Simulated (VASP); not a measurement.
# BiH3Pb (P6mm) in VASP: a series of runs

Runs on BiH3Pb. Level: PBE. Tasks: single point, relaxation of cell and atoms.

Program: VASP 6.6.1. These are calculated values, not measurements. Logs are shortened: lines on timing, memory, paths and dates and some standing lists are left out, and cuts for length are marked.

**1. The cell of the first run**

Symmetry: P6mm, No. 183, hexagonal system. The conventional cell has a = 3.919 Å, b = 3.919 Å, c = 6.868 Å, α = 90.00°, β = 90.00°, γ = 120.00°. Bi (site symmetry 6mm) has 6 H at 2.12 Å within 2.8 Å. H (site symmetry 2mm) has 4 H at 1.96 Å and 2 Bi at 2.12 Å within 2.6 Å. Pb (site symmetry 6mm) has 12 H at 3.30 to 4.31 Å and 2 Bi at 3.41 to 3.46 Å and 6 Pb at 3.92 Å within 4.4 Å.

The cell was generated, and may not be a known phase.

**2. Single point, PBE**

INCAR reads:

```
SYSTEM = BiH3Pb
  PREC = Accurate
  ENCUT = 520
  EDIFF = 1E-6
  ISMEAR = 0
  SIGMA = 0.1
  LREAL = .FALSE.
  LASPH = .TRUE.
  NELM = 60
  ALGO = Normal
  ISIF = 2
  LWAVE = .FALSE.
  LCHARG = .FALSE.
  GGA = PE
  NBANDS = 24
```

KPOINTS reads:

```
Automatic mesh
0
G
  6 6 4
  0 0 0
```

POSCAR reads:

```
BiH3Pb
1.0
    3.9187871363      0.0000000000      0.0000000000
   -1.9593935681      3.3937692120      0.0000000000
    0.0000000000      0.0000000000      6.8684611121
Bi H Pb
1 3 1
Direct
    0.0000000000      0.0000000000      0.6859337402
    0.4999953988      0.5000046012      0.5689431503
    0.4999953988     -0.0000092025      0.5689431503
    1.0000092025      0.5000046012      0.5689431503
    0.0000000000      0.0000000000      0.1819025490
```

Potentials or basis: VASP PAW PBE potentials, release 64 (Bi_d, H, Pb_d).

Launch:

```sh
> cat potpaw_PBE.64/Bi_d/POTCAR potpaw_PBE.64/H/POTCAR potpaw_PBE.64/Pb_d/POTCAR > POTCAR
> mpirun -np 1 vasp_std > vasp.out
```

OUTCAR:

```text
SYSTEM = BiH3Pb
   PREC = Accurate
   ENCUT = 520
   EDIFF = 1E-6
   ISMEAR = 0
   LREAL = .FALSE.
   LASPH = .TRUE.
   NELM = 60
   ISIF = 2
   GGA = PE

 ion  position               nearest neighbor table
   1  0.000  0.000  0.686-   4 2.12   3 2.12   2 2.12   2 2.12   4 2.12   3 2.12   5 3.41   5 3.46

   2  0.500  0.500  0.569-   1 2.12   1 2.12
   3  0.500  1.000  0.569-   1 2.12   1 2.12
   4  0.000  0.500  0.569-   1 2.12   1 2.12
   5  0.000  0.000  0.182-   1 3.41   1 3.46

  LATTYP: Found a hexagonal cell.
 ALAT       =     3.9187871363
 C/A-ratio  =     1.7527007396

  Lattice vectors:

 A1 = (   3.9187871363,   0.0000000000,   0.0000000000)
 A2 = (  -1.9593935681,   3.3937692120,   0.0000000000)
 A3 = (   0.0000000000,   0.0000000000,   6.8684611121)

Analysis of symmetry for initial positions (statically):
=====================================================================
 Subroutine PRICEL returns:
 Original cell was already a primitive cell.

 Routine SETGRP: Setting up the symmetry group for a
 hexagonal supercell.

 Subroutine GETGRP returns: Found  6 space group operations
 (whereof  6 operations were pure point group operations)
 out of a pool of 24 trial point group operations.

The static configuration has the point symmetry C_3v.

Analysis of symmetry for dynamics (positions and initial velocities):
=====================================================================
 Subroutine PRICEL returns:
 Original cell was already a primitive cell.

 Routine SETGRP: Setting up the symmetry group for a
 hexagonal supercell.

 Subroutine GETGRP returns: Found  6 space group operations
 (whereof  6 operations were pure point group operations)
 out of a pool of 24 trial point group operations.

The dynamic configuration has the point symmetry C_3v.

 Subroutine INISYM returns: Found  6 space group operations
 (whereof  6 operations are pure point group operations),
 and found     1 'primitive' translations

----------------------------------------------------------------------------------------

                                     Primitive cell

  volume of cell :      91.3468

  direct lattice vectors                    reciprocal lattice vectors
     3.918787136  0.000000000  0.000000000     0.255180995  0.147328816  0.000000000
    -1.959393568  3.393769212  0.000000000     0.000000000  0.294657632  0.000000000
     0.000000000  0.000000000  6.868461112     0.000000000  0.000000000  0.145593021

  length of vectors
     3.918787136  3.918787136  6.868461112     0.294657632  0.294657632  0.145593021

  position of ions in fractional coordinates (direct lattice)
     0.000000000  0.000000000  0.685933740
     0.499995399  0.500004601  0.568943150
     0.499995399  0.999990797  0.568943150
     0.000009203  0.500004601  0.568943150
     0.000000000  0.000000000  0.181902549

  ion indices of the primitive-cell ions
   primitive index   ion index
                 1           1
                 2           2
                 3           3
                 4           4
                 5           5

----------------------------------------------------------------------------------------

 KPOINTS: Automatic mesh

Automatic generation of k-mesh.
 Grid dimensions read from file:
 generate k-points for:    6    6    4

 Generating k-lattice:

  Cartesian coordinates                     Fractional coordinates (reciprocal lattice)
     0.042530166  0.024554803  0.000000000     0.166666667  0.000000000  0.000000000
     0.000000000  0.049109605  0.000000000     0.000000000  0.166666667  0.000000000
     0.000000000  0.000000000  0.036398255     0.000000000  0.000000000  0.250000000

  Length of vectors
     0.049109605  0.049109605  0.036398255

  Shift w.r.t. Gamma in fractional coordinates (k-lattice)
     0.000000000  0.000000000  0.000000000

 Subroutine IBZKPT returns following result:
 ===========================================

 Found     24 irreducible k-points:

 Following reciprocal coordinates:
            Coordinates               Weight
  0.000000  0.000000  0.000000      1.000000
  0.166667 -0.000000  0.000000      6.000000
  0.333333 -0.000000  0.000000      6.000000
  0.500000 -0.000000  0.000000      3.000000
  0.166667  0.166667  0.000000      6.000000
  0.333333  0.166667  0.000000     12.000000
[... 16 lines left out ...]
  0.333333  0.166667  0.500000     12.000000
  0.333333  0.333333  0.500000      2.000000
   k-points           NKPTS =     24   k-points in BZ     NKDIM =     24   number of bands    NBANDS=     24
   number of dos      NEDOS =    301   number of ions     NIONS =      5
   total plane-waves  NPLWV =  48600
   dimension x,y,z NGX =    30 NGY =   30 NGZ =   54
   dimension x,y,z NGXF=    60 NGYF=   60 NGZF=  108
   ions per type =               1   3   1
   NGX,Y,Z   is equivalent  to a cutoff of  12.73, 12.73, 13.07 a.u.
   NGXF,Y,Z  is equivalent  to a cutoff of  25.45, 25.45, 26.14 a.u.
 SYSTEM =  BiH3Pb
   PREC   = accura    normal or accurate (medium, high low for compatibility)
   ISTART =      0    job   : 0-new  1-cont  2-samecut
   ICHARG =      2    charge: 1-file 2-atom 10-const
   ISPIN  =      1    spin polarized calculation?
   LNONCOLLINEAR =      F non collinear calculations
   LSORBIT =      F    spin-orbit coupling
   LASPH  =      T    aspherical Exc in radial PAW
   ENCUT  =  520.0 eV  38.22 Ry    6.18 a.u.   7.29  7.29 12.77*2*pi/ulx,y,z
   NELM   =     60;   NELMIN=  2; NELMDL= -5     # of ELM steps
   EDIFF  = 0.1E-05   stopping-criterion for ELM
   LREAL  =      F    real-space projection
   EDIFFG = 0.1E-04   stopping-criterion for IOM
   NSW    =      0    number of steps for IOM
   IBRION =     -1    ionic relax: 0-MD 1-quasi-New 2-CG
   NFREE  =      0    steps in history (QN), initial steepest desc. (CG)
   ISIF   =      2    stress and relaxation
   ISYM   =      2    0-nonsym 1-usesym 2-fastsym
   POTIM  = 0.5000    time-step for ionic-motion
   TEBEG  =    0.0;   TEEND  =   0.0 temperature during run
   PSTRESS=    0.0 pullay stress
   NELECT =      32.0000    total number of electrons
   NUPDOWN=      -1.0000    fix difference up-down
   EMIN   =  10.00;   EMAX   =-10.00  energy-range for DOS
   EFERMI =   0.00;   METHOD = LEGACY
   ISMEAR =     0;   SIGMA  =   0.10  broadening in eV -4-tet -1-fermi 0-gaus
   EFERMI_NEDOS =   21; number of points for ismear=-14 and -15
   IALGO  =     38    algorithm
   IMIX   =      4    mixing-type and parameters
     AMIX     =   0.40;   BMIX     =  1.00
     AMIX_MAG =   1.60;   BMIX_MAG =  1.00
  volume/ion in A,a.u.               =      18.27       123.29
  Fermi-wavevector in a.u.,A,eV,Ry     =   1.154056  2.180850 18.120866  1.331846
  Thomas-Fermi vector in A             =   2.290696
   LORBIT       =      0    0 simple, 1 ext, 2 COOP (PROOUT), +10 PAW based schemes
   GGA     = PE    functional components
   LHFCALC =     F    Hartree Fock is set to
   AEXX    =    0.0000 exact exchange contribution
   IVDW    =     0    specifies the selected vdW correction
   LEPSILON=     F    determine dielectric tensor
   LRPA    =     F    only Hartree local field effects (RPA)
 non-spin polarized calculation
 Gauss-broadening in eV      SIGMA  =   0.10
  energy-cutoff  :      520.00
  volume of cell :       91.35
 maximum number of plane-waves:      2480
 NGX is ok and might be reduce to    30
   NGX = 15   NGY = 15   NGZ = 25

 number of electron      32.0000006 magnetization

 Free energy of the ion-electron system (eV)
  ---------------------------------------------------
  ext. energy  EPLUGINS =         0.00000000
  ---------------------------------------------------
  free energy    TOTEN  =       -13.98017218 eV

  energy without entropy =      -13.96864650  energy(sigma->0) =      -13.97440934

 E-fermi :   4.5097     XC(G=0):  -8.9674

 val. band max:        4.4558447296   @ k =   0.0000   0.1667   0.2500
 cond. band min:       4.5158893173   @ k =   0.0000   0.0000   0.2500
 fundamental gap:      0.0600445877
 Fermi energy:         4.5097285481

 k-point     1 :       0.0000    0.0000    0.0000
  band No.  band energies     occupation
      1     -18.5828      2.00000
      2     -18.5828      2.00000
      3     -18.5638      2.00000
      4     -18.5221      2.00000
      5     -18.5221      2.00000
      6     -12.7101      2.00000
[... 16 lines left out ...]
     23      11.3612      0.00000
     24      11.8623      0.00000

 k-point     2 :       0.1667   -0.0000    0.0000
  band No.  band energies     occupation
      1     -18.5844      2.00000
      2     -18.5662      2.00000
      3     -18.5549      2.00000
      4     -18.5291      2.00000
      5     -18.5238      2.00000
      6     -12.6988      2.00000
[... 16 lines left out ...]
     23      11.6364      0.00000
     24      11.9266      0.00000

 k-point     3 :       0.3333   -0.0000    0.0000
  band No.  band energies     occupation
      1     -18.5903      2.00000
      2     -18.5491      2.00000
      3     -18.5347      2.00000
      4     -18.5281      2.00000
      5     -18.5255      2.00000
      6     -12.6838      2.00000
[... 16 lines left out ...]
     23      11.9807      0.00000
     24      12.4208      0.00000
[... 514 lines left out ...]
 k-point    23 :       0.3333    0.1667    0.5000
  band No.  band energies     occupation
      1     -18.5776      2.00000
      2     -18.5529      2.00000
      3     -18.5352      2.00000
      4     -18.5293      2.00000
      5     -18.5158      2.00000
      6     -12.6687      2.00000
[... 16 lines left out ...]
     23      11.9484      0.00000
     24      12.7922      0.00000

 k-point    24 :       0.3333    0.3333    0.5000
  band No.  band energies     occupation
      1     -18.5548      2.00000
      2     -18.5548      2.00000
      3     -18.5350      2.00000
      4     -18.5350      2.00000
      5     -18.5237      2.00000
      6     -12.6558      2.00000
[... 16 lines left out ...]
     23      10.7732      0.00000
     24      13.7595      0.00000

------------------------ aborting loop because EDIFF is reached ----------------------------------------

  FORCE on cell =-STRESS in cart. coord.  units (eV):
  Direction    XX          YY          ZZ          XY          YZ          ZX
  --------------------------------------------------------------------------------------
  -------------------------------------------------------------------------------------
  Total       -0.0523756     -0.0523756     -0.0351703     -0.0000000     -0.0000000     -0.0000000
  in kB       -0.9186418     -0.9186418     -0.6168695     -0.0000000     -0.0000000     -0.0000000
  external PRESSURE =      -0.8180510 kB  Pullay stress =       0.0000000 kB

 VOLUME and BASIS-vectors are now :
 -----------------------------------------------------------------------------
  energy-cutoff  :      520.00
  volume of cell :       91.35
      direct lattice vectors                 reciprocal lattice vectors
     3.918787136  0.000000000  0.000000000     0.255180995  0.147328816  0.000000000
    -1.959393568  3.393769212  0.000000000     0.000000000  0.294657632  0.000000000
     0.000000000  0.000000000  6.868461112     0.000000000  0.000000000  0.145593021

 POSITION                                       TOTAL-FORCE (eV/Angst)
 -----------------------------------------------------------------------------------
      0.00000      0.00000      4.71131         0.000000      0.000000      0.013697
      0.97967      1.69690      3.90776         0.000026     -0.000015     -0.004643
      0.00000      3.39374      3.90776         0.000000      0.000030     -0.004643
     -0.97967      1.69690      3.90776        -0.000026     -0.000015     -0.004643
      0.00000      0.00000      1.24939         0.000000      0.000000      0.000232
 -----------------------------------------------------------------------------------
    total drift:                               -0.000000     -0.000000     -0.000391

  FREE ENERGIE OF THE ION-ELECTRON SYSTEM (eV)
  ---------------------------------------------------
  free  energy   TOTEN  =       -13.9801721782 eV

  energy  without entropy=      -13.9686465004  energy(sigma->0) =      -13.97440934
```

Wall time 61 s (1 thread of Oxide Virtual Turin-like, shared host); peak memory 0.2 GiB.

Results:

- Free energy: -13.9802 eV
- Pressure: -0.1 GPa
- Largest force: 0.014 eV/Å
- Band gap on the k mesh: zero (bands 16 and 17 overlap by 1.29 eV)

Forces in eV/Å, atoms in the order of the input:
```
Bi   0.000  0.000  0.014
H    0.000  0.000 -0.005
H    0.000  0.000 -0.005
H    0.000  0.000 -0.005
Pb   0.000  0.000  0.000
```

Levels at points of the mesh, in eV from the Fermi level:
| k point | band 13 | band 14 | band 15 | band 16 | band 17 | band 18 | band 19 | band 20 |
| --- | --- | --- | --- | --- | --- | --- | --- | --- |
| (0.00, 0.00, 0.00) | -5.25 | 0.17 | 0.17 | 0.43 | 1.32 | 1.32 | 3.77 | 4.59 |
| (0.50, 0.00, 0.00) | -7.54 | -3.37 | -2.73 | -1.79 | -0.29 | 1.30 | 2.67 | 4.77 |
| (0.00, 0.00, 0.50) | -3.86 | -0.71 | 0.17 | 0.17 | 1.45 | 1.45 | 2.14 | 4.23 |
| (0.50, 0.00, 0.50) | -7.51 | -2.69 | -2.29 | -2.20 | 0.85 | 1.22 | 2.34 | 2.80 |

Caveat: spin-orbit coupling is left out, which moves the levels of the heavy elements.

**3. Single point, PBE**

This run uses another cell than the first one, of 18.06 Å³/atom.

INCAR reads:

```
SYSTEM = BiH3Pb
ALGO     = Fast           ! electronic algorithm
EDIFF    = 1E-6           ! SCF threshold, eV
ENCUT    = 520            ! plane-wave cutoff, eV
GGA      = PE             ! functional
ISIF     = 2              ! what is computed and relaxed
ISMEAR   = 0              ! smearing method
LASPH    = .True.         ! aspherical terms in the spheres
LCHARG   = .False.        ! write CHGCAR
LREAL    = .False.        ! projectors in reciprocal space
LWAVE    = .False.        ! write WAVECAR
NBANDS   = 24             ! bands
NELM     = 80             ! most SCF steps
PREC     = Accurate       ! precision mode
SIGMA    = 0.1            ! smearing width, eV
```

KPOINTS reads:

```
k-points
0
Gamma
  12 12 6
  0 0 0
```

POSCAR reads:

```
BiH3Pb
1.0
    3.8781947573      0.0000000000      0.0000000000
   -1.9390973786      3.3586151807      0.0000000000
    0.0000000000      0.0000000000      6.9324766330
Bi H Pb
1 3 1
Direct
    0.0000000000      0.0000000000      0.6914598907
    0.5000000000      0.5000000000      0.5681775174
    0.5000000000      0.0000000000      0.5681775174
    0.0000000000      0.5000000000      0.5681775174
    0.0000000000      0.0000000000      0.1786732972
```

Potentials or basis: VASP PAW PBE potentials, release 64 (Bi_d, H, Pb_d).

Launch:

```sh
> cat potpaw_PBE.64/Bi_d/POTCAR potpaw_PBE.64/H/POTCAR potpaw_PBE.64/Pb_d/POTCAR > POTCAR
> mpirun -np 1 vasp_std > vasp.out
```

It took 3.5 min on 1 thread of Oxide Virtual Turin-like, shared host; peak memory 0.29 GiB.

The run converged. Its results:

* Free energy: -13.9522 eV
* Pressure: -0.1 GPa
* Largest force: 0.006 eV/Å
* Band gap on the k mesh: zero (bands 16 and 17 overlap by 1.54 eV)

Forces on the atoms (eV/Å):
```
Bi   0.000  0.000  0.006
H    0.000  0.000  0.000
H    0.000  0.000  0.000
H    0.000  0.000  0.000
Pb   0.000  0.000 -0.004
```

Levels at points of the mesh, in eV from the Fermi level:
```tsv
k point	band 12	band 13	band 14	band 15	band 16	band 17	band 18	band 19	band 20	band 21
(0.00, 0.00, 0.00)	-9.10	-5.60	0.05	0.05	0.37	1.28	1.28	3.54	4.75	4.75
(0.50, 0.00, 0.00)	-7.80	-7.55	-3.61	-2.84	-1.89	-0.33	0.93	2.74	4.51	5.09
(0.00, 0.00, 0.50)	-9.51	-4.29	-0.94	0.05	0.05	1.39	1.39	2.24	4.41	4.41
(0.50, 0.00, 0.50)	-7.93	-7.77	-2.81	-2.59	-2.31	0.64	1.24	2.35	2.39	5.12
```

Caveat: spin-orbit coupling is left out, which moves the levels of the heavy elements.

[end of part 1 of 2]

The gap in the log of VASP goes by the Fermi energy; the results here count the filled bands.